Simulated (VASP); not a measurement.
# SnO (Pmmn) in VASP: a series of runs

The runs below take SnO through single point, with PBE.

Everything below comes from runs of VASP 6.6.1. Logs are shortened: lines on timing, memory, paths and dates and some standing lists are left out, and cuts for length are marked.

### Step 1. The cell of the first run

It takes space group Pmmn (No. 59, orthorhombic). The conventional cell has a = 3.852 Å, b = 3.884 Å, c = 5.076 Å, α = 90.00°, β = 90.00°, γ = 90.00°. Sn (site symmetry mm2) has 4 O at 2.25 to 2.26 Å within 3.0 Å. Within 3.0 Å of O (site symmetry mm2) lie 4 Sn at 2.25 to 2.26 Å and 4 O at 2.74 Å.

### Step 2. Single point, PBE

Input file INCAR:

```
SYSTEM = SnO
PREC = Accurate ; ENCUT = 520
EDIFF = 1E-6 ; ISMEAR = 0
SIGMA = 0.02 ; LREAL = .False.
LASPH = .True. ; NELM = 60
ALGO = Normal ; ISIF = 2
LWAVE = .False. ; LCHARG = .False.
GGA = PE ; NBANDS = 28
```

Input file KPOINTS:

```
regular mesh
0
Gamma
  8 6 6
  0 0 0
```

Input file POSCAR:

```
SnO
1.0
    3.8519306863      0.0000000000      0.0000000000
    0.0000000000      5.0756543127      0.0000000000
    0.0000000000      0.0000000000      3.8838389731
Sn O
2 2
Direct
    0.0000000000      0.2284164182      0.3750003323
    0.5000000000      0.7715835818     -0.1249996677
    0.0000000000      1.0015402704      0.8750006877
    0.5000000000     -0.0015402704      0.3750006877
```

Potentials or basis: VASP PAW PBE potentials, release 64 (Sn_d, O).

Run with:

```
> cat potpaw_PBE.64/Sn_d/POTCAR potpaw_PBE.64/O/POTCAR > POTCAR
> mpirun -np 1 vasp_std > vasp.out
```

OUTCAR:

```text
SYSTEM = SnO
   PREC = Accurate
   ENCUT = 520
   EDIFF = 1E-6
   ISMEAR = 0
   LREAL = .False.
   LASPH = .True.
   NELM = 60
   ISIF = 2
   GGA = PE

 ion  position               nearest neighbor table
   1  0.000  0.228  0.375-   4 2.25   4 2.25   3 2.26   3 2.26   2 3.59   2 3.59   2 3.59   2 3.59

   2  0.500  0.772  0.875-   3 2.25   3 2.25   4 2.26   4 2.26   1 3.59   1 3.59   1 3.59   1 3.59

   3  0.000  0.002  0.875-   2 2.25   2 2.25   1 2.26   1 2.26
   4  0.500  0.998  0.375-   1 2.25   1 2.25   2 2.26   2 2.26

  LATTYP: Found a simple orthorhombic cell.
 ALAT       =     3.8519306863
 B/A-ratio  =     1.0082837126
 C/A-ratio  =     1.3176909779

  Lattice vectors:

 A1 = (  -3.8519306863,   0.0000000000,   0.0000000000)
 A2 = (   0.0000000000,   0.0000000000,   3.8838389731)
 A3 = (   0.0000000000,   5.0756543127,   0.0000000000)

Analysis of symmetry for initial positions (statically):
=====================================================================
 Subroutine PRICEL returns:
 Original cell was already a primitive cell.

 Routine SETGRP: Setting up the symmetry group for a
 simple orthorhombic supercell.

 Subroutine GETGRP returns: Found  8 space group operations
 (whereof  2 operations were pure point group operations)
 out of a pool of  8 trial point group operations.

The static configuration has the point symmetry C_1h.
 The point group associated with its full space group is D_2h.

Analysis of symmetry for dynamics (positions and initial velocities):
=====================================================================
 Subroutine PRICEL returns:
 Original cell was already a primitive cell.

 Routine SETGRP: Setting up the symmetry group for a
 simple orthorhombic supercell.

 Subroutine GETGRP returns: Found  8 space group operations
 (whereof  2 operations were pure point group operations)
 out of a pool of  8 trial point group operations.

The dynamic configuration has the point symmetry C_1h.
 The point group associated with its full space group is D_2h.

 Subroutine INISYM returns: Found  8 space group operations
 (whereof  2 operations are pure point group operations),
 and found     1 'primitive' translations

----------------------------------------------------------------------------------------

                                     Primitive cell

  volume of cell :      75.9332
[... 92 lines left out ...]
   NELM   =     60;   NELMIN=  2; NELMDL= -5     # of ELM steps
   EDIFF  = 0.1E-05   stopping-criterion for ELM
   LREAL  =      F    real-space projection
   EDIFFG = 0.1E-04   stopping-criterion for IOM
   NSW    =      0    number of steps for IOM
   IBRION =     -1    ionic relax: 0-MD 1-quasi-New 2-CG
   NFREE  =      0    steps in history (QN), initial steepest desc. (CG)
   ISIF   =      2    stress and relaxation
   ISYM   =      2    0-nonsym 1-usesym 2-fastsym
   POTIM  = 0.5000    time-step for ionic-motion
   TEBEG  =    0.0;   TEEND  =   0.0 temperature during run
   PSTRESS=    0.0 pullay stress
   NELECT =      40.0000    total number of electrons
   NUPDOWN=      -1.0000    fix difference up-down
   EMIN   =  10.00;   EMAX   =-10.00  energy-range for DOS
   EFERMI =   0.00;   METHOD = LEGACY
   ISMEAR =     0;   SIGMA  =   0.02  broadening in eV -4-tet -1-fermi 0-gaus
   EFERMI_NEDOS =   21; number of points for ismear=-14 and -15
   IALGO  =     38    algorithm
   IMIX   =      4    mixing-type and parameters
     AMIX     =   0.40;   BMIX     =  1.00
     AMIX_MAG =   1.60;   BMIX_MAG =  1.00
  volume/ion in A,a.u.               =      18.98       128.11
  Fermi-wavevector in a.u.,A,eV,Ry     =   1.322161  2.498522 23.784467  1.748109
  Thomas-Fermi vector in A             =   2.451862
   LORBIT       =      0    0 simple, 1 ext, 2 COOP (PROOUT), +10 PAW based schemes
   GGA     = PE    functional components
   LHFCALC =     F    Hartree Fock is set to
   AEXX    =    0.0000 exact exchange contribution
   IVDW    =     0    specifies the selected vdW correction
   LEPSILON=     F    determine dielectric tensor
   LRPA    =     F    only Hartree local field effects (RPA)
 non-spin polarized calculation
 Gauss-broadening in eV      SIGMA  =   0.02
  energy-cutoff  :      520.00
  volume of cell :       75.93
 maximum number of plane-waves:      2076
 NGX is ok and might be reduce to    30
   NGX = 15   NGY = 19   NGZ = 15

 number of electron      40.0000012 magnetization

 Free energy of the ion-electron system (eV)
  ---------------------------------------------------
  ext. energy  EPLUGINS =         0.00000000
  ---------------------------------------------------
  free energy    TOTEN  =       -22.72595432 eV

  energy without entropy =      -22.72595432  energy(sigma->0) =      -22.72595432

 E-fermi :   6.2319     XC(G=0):  -9.8127

 val. band max:        6.1162139698   @ k =   0.0000   0.0000   0.0000
 cond. band min:       6.6322724675   @ k =   0.5000   0.0000   0.5000
 fundamental gap:      0.5160584977
 Fermi energy:         6.2318726819

 k-point     1 :       0.0000    0.0000    0.0000
  band No.  band energies     occupation
      1     -15.6230      2.00000
      2     -15.2595      2.00000
      3     -15.2542      2.00000
      4     -15.2538      2.00000
      5     -15.2249      2.00000
      6     -15.2101      2.00000
[... 733 lines left out ...]
     27      14.2609      0.00000
     28      14.5101      0.00000

 [... further k-points ...]

------------------------ aborting loop because EDIFF is reached ----------------------------------------

  FORCE on cell =-STRESS in cart. coord.  units (eV):
  Direction    XX          YY          ZZ          XY          YZ          ZX
  --------------------------------------------------------------------------------------
  -------------------------------------------------------------------------------------
  Total        0.1010997      0.0926068      0.0693124      0.0000000      0.0000000      0.0000000
  in kB        2.1331851      1.9539880      1.4624801      0.0000000      0.0000000      0.0000000
  external PRESSURE =       1.8498844 kB  Pullay stress =       0.0000000 kB

 VOLUME and BASIS-vectors are now :
 -----------------------------------------------------------------------------
  energy-cutoff  :      520.00
  volume of cell :       75.93
      direct lattice vectors                 reciprocal lattice vectors
     3.851930686  0.000000000  0.000000000     0.259610071  0.000000000  0.000000000
     0.000000000  5.075654313  0.000000000     0.000000000  0.197018934  0.000000000
     0.000000000  0.000000000  3.883838973     0.000000000  0.000000000  0.257477204

 POSITION                                       TOTAL-FORCE (eV/Angst)
 -----------------------------------------------------------------------------------
      0.00000      1.15936      1.45644        -0.000000      0.076784      0.000000
      1.92597      3.91629      3.39836         0.000000     -0.076784      0.000000
      0.00000      0.00782      3.39836        -0.000000      0.000533      0.000000
      1.92597      5.06784      1.45644        -0.000000     -0.000533      0.000000
 -----------------------------------------------------------------------------------
    total drift:                                0.000000     -0.000000     -0.003089

  FREE ENERGIE OF THE ION-ELECTRON SYSTEM (eV)
  ---------------------------------------------------
  free  energy   TOTEN  =       -22.7259543192 eV

  energy  without entropy=      -22.7259543192  energy(sigma->0) =      -22.72595432
```

OSZICAR:

```text
N       E                     dE             d eps       ncg     rms          rms(c)
DAV:   1     0.413468305932E+03    0.41347E+03   -0.19929E+04  4632   0.210E+03
DAV:   2     0.367234687456E+02   -0.37674E+03   -0.36229E+03  4632   0.532E+02
DAV:   3    -0.236307738298E+02   -0.60354E+02   -0.58985E+02  5200   0.180E+02
DAV:   4    -0.264767554463E+02   -0.28460E+01   -0.28328E+01  5060   0.420E+01
DAV:   5    -0.265469110189E+02   -0.70156E-01   -0.70146E-01  4932   0.712E+00    0.117E+01
DAV:   6    -0.227806259139E+02    0.37663E+01   -0.18086E+01  7168   0.456E+01    0.511E+00
DAV:   7    -0.227465939185E+02    0.34032E-01   -0.22438E+00  5308   0.879E+00    0.251E+00
DAV:   8    -0.227325697679E+02    0.14024E-01   -0.31336E-01  5536   0.365E+00    0.817E-01
DAV:   9    -0.227248278129E+02    0.77420E-02   -0.51295E-02  7148   0.216E+00    0.250E-01
DAV:  10    -0.227264287278E+02   -0.16009E-02   -0.86527E-03  5936   0.815E-01    0.166E-01
DAV:  11    -0.227259192026E+02    0.50953E-03   -0.28628E-03  6792   0.464E-01    0.246E-02
DAV:  12    -0.227259584429E+02   -0.39240E-04   -0.32521E-04  4632   0.107E-01    0.338E-02
DAV:  13    -0.227259543156E+02    0.41274E-05   -0.41877E-05  5704   0.551E-02    0.303E-03
DAV:  14    -0.227259543192E+02   -0.36644E-08   -0.37442E-06  4920   0.122E-02
   1 F= -.22725954E+02 E0= -.22725954E+02  d E =-.130569E-18
```

Wall time 2.2 min (1 thread of Intel Xeon Platinum 8259CL at 2.50GHz (Skylake/Cascade Lake), shared host); peak memory 0.27 GiB.

What came out:

```yaml
Free_energy: -22.7260 eV
Pressure: 0.2 GPa
Largest_force: 0.077 eV/Å
Band_gap_on_the_k_mesh: 0.52 eV (least direct gap 1.91 eV)
```

Forces on the atoms (eV/Å):
```
Sn   0.000  0.077  0.000
Sn   0.000 -0.077  0.000
O    0.000  0.001  0.000
O    0.000 -0.001  0.000
```

Caveat: spin-orbit coupling is left out, which moves the levels of the heavy elements. A k mesh can miss the band edges.

### Step 3. Single point, PBE

Input file INCAR:

```
PREC     = Accurate       # precision mode
ENCUT    = 520            # plane-wave cutoff, eV
EDIFF    = 1E-6           # SCF threshold, eV
ISMEAR   = 0              # smearing method
SIGMA    = 0.02           # smearing width, eV
LREAL    = F              # projectors in reciprocal space
LASPH    = T              # aspherical terms in the spheres
NELM     = 100            # most SCF steps
ALGO     = Normal         # electronic algorithm
ISIF     = 2              # what is computed and relaxed
LWAVE    = F              # write WAVECAR
LCHARG   = F              # write CHGCAR
GGA      = PE             # functional
NBANDS   = 28             # bands
```

Input file KPOINTS:

```
regular mesh
0
Gamma
  10 8 10
```

Input file POSCAR:

```
SnO
1.0
    3.8519306863      0.0000000000      0.0000000000
    0.0000000000      5.0756543127      0.0000000000
    0.0000000000      0.0000000000      3.8838389731
Sn O
2 2
Direct
    0.0000000000      0.2284164182      0.3750000000
    0.5000000000      0.7715835818     -0.1250000000
    0.0000000000      1.0015402704      0.8750000000
    0.5000000000     -0.0015402704      0.3750000000
```

Potentials or basis: VASP PAW PBE potentials, release 64 (Sn_d, O).

Run with:

```
> cat potpaw_PBE.64/Sn_d/POTCAR potpaw_PBE.64/O/POTCAR > POTCAR
> mpirun -np 1 vasp_std > vasp.out
```

Run time: 4.9 min. Hardware: 1 thread of Intel Xeon Platinum 8259CL at 2.50GHz (Skylake/Cascade Lake), shared host; peak memory 0.41 GiB.

It converged, with:

```yaml
Free_energy: -22.7259 eV
Pressure: 0.2 GPa
Largest_force: 0.077 eV/Å
Band_gap_on_the_k_mesh: 0.51 eV (least direct gap 1.91 eV)
```

Forces in eV/Å, atoms in the order of the input:
```
Sn   0.000  0.077  0.000
Sn   0.000 -0.077  0.000
O    0.000  0.001  0.000
O    0.000 -0.001  0.000
```

Levels at points of the mesh, in eV from the valence-band top:
| k point | band 18 | band 19 | band 20 | band 21 | band 22 | band 23 |
| --- | --- | --- | --- | --- | --- | --- |
| (0.00, 0.00, 0.00) | -2.89 | -2.88 | 0.00 | 1.90 | 4.05 | 4.87 |
| (0.50, 0.00, 0.00) | -4.48 | -2.32 | -2.32 | 3.00 | 3.00 | 5.70 |
| (0.00, 0.50, 0.00) | -2.90 | -2.89 | -1.94 | 1.72 | 3.26 | 3.37 |
| (0.50, 0.50, 0.00) | -4.46 | -1.53 | -1.53 | 2.47 | 2.47 | 5.54 |
| (0.00, 0.00, 0.50) | -4.46 | -2.34 | -2.34 | 3.06 | 3.06 | 5.64 |
| (0.50, 0.00, 0.50) | -2.24 | -1.74 | -1.74 | 0.51 | 0.51 | 4.56 |
| (0.00, 0.50, 0.50) | -4.43 | -1.54 | -1.54 | 2.46 | 2.46 | 5.59 |
| (0.50, 0.50, 0.50) | -2.35 | -2.24 | -2.24 | 2.61 | 2.61 | 3.73 |

Caveat: spin-orbit coupling is left out, which moves the levels of the heavy elements.
